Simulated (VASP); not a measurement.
The system is InAs.

```xyz
2
Lattice="0.0000 3.0577 3.0577 3.0577 0.0000 3.0577 3.0577 3.0577 0.0000" Properties=species:S:1:pos:R:3 pbc="T T T"
In    0.0000    0.0000    0.0000
As    4.5866    4.5866    4.5866
```

This cell differs from its parent crystal: volume scaled by 1.04.

Base run:

* Program: VASP 6.6.1
* Functional: LDA
* Potentials or basis: VASP PAW LDA potentials, release 64 (In_d, As)
* Cutoff: 520 eV
* k mesh: 8 × 8 × 8
* Occupations: fermi-dirac, width 0.05 eV
* Spin: no spin polarisation

Its results: pressure -2.3 GPa.

Problem. The run is repeated on the same cell with these changes: functional from LDA to r2SCAN; potentials or basis from VASP PAW LDA potentials, release 64 (In_d, As) to VASP PAW PBE potentials, release 64 (In_d, As). What comes out?

Solution. Pressure -0.2 GPa.

Caveats: the PAW data sets were made with another functional, which shifts forces and pressure a little (some runs).
